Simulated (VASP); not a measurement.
Wanted: the native input for a VASP 6.6.1 run.

```
Task                   : single point
Functional             : PBE
Potentials or basis    : VASP PAW PBE potentials, release 64 (Al, Cu)
Cutoff                 : 520 eV
k mesh                 : 10 × 10 × 10
Occupations            : gaussian, width 0.1 eV
Spin                   : no spin polarisation
Dipole correction      : no
Further INCAR settings : ALGO = Fast; EDIFF = 1e-06; NBANDS = 26
```

The structure of Al2Cu lies in POSCAR:

```
Al2Cu
1.0
   -3.0260353323      3.0260353323      2.4416656490
    3.0260353323     -3.0260353323      2.4416656490
    3.0260353323      3.0260353323     -2.4416656490
Al Cu
4 2
Direct
    0.3412775159      0.1587224841      0.5000000000
    0.1587224841      0.6587224841      0.8174449683
    0.8412775159      0.3412775159      0.1825550317
    0.6587224841      0.8412775159      0.5000000000
    0.7500000000      0.7500000000      0.0000000000
    0.2500000000      0.2500000000      0.0000000000
```

One way to write it, as run:

INCAR

```
PREC     = Accurate       # precision mode
ENCUT    = 520            # plane-wave cutoff, eV
EDIFF    = 1E-6           # SCF threshold, eV
ISMEAR   = 0              # smearing method
SIGMA    = 0.1            # smearing width, eV
LREAL    = False          # projectors in reciprocal space
LASPH    = True           # aspherical terms in the spheres
NELM     = 60             # most SCF steps
ALGO     = Fast           # electronic algorithm
ISIF     = 2              # what is computed and relaxed
LWAVE    = False          # write WAVECAR
LCHARG   = True           # write CHGCAR
GGA      = PE             # functional
LELF     = True           # ELF
LVHAR    = True         
NBANDS   = 26             # bands
```

KPOINTS

```
regular mesh
0
Gamma
  10 10 10
```

Potentials or basis: VASP PAW PBE potentials, release 64 (Al, Cu).

The run is started by

```bash
$ cat potpaw_PBE.64/Al/POTCAR potpaw_PBE.64/Cu/POTCAR > POTCAR
$ mpirun -np 1 vasp_std > vasp.out
```

Results of the run:

* Pressure: 0.2 GPa
* Band gap on the k mesh: zero (bands 17 and 18 overlap by 4.32 eV)

Run time: 4 min on 1 thread of AMD EPYC 9R45 96-Core Processor (Zen 5), on a shared host, peak memory 0.34 GiB.
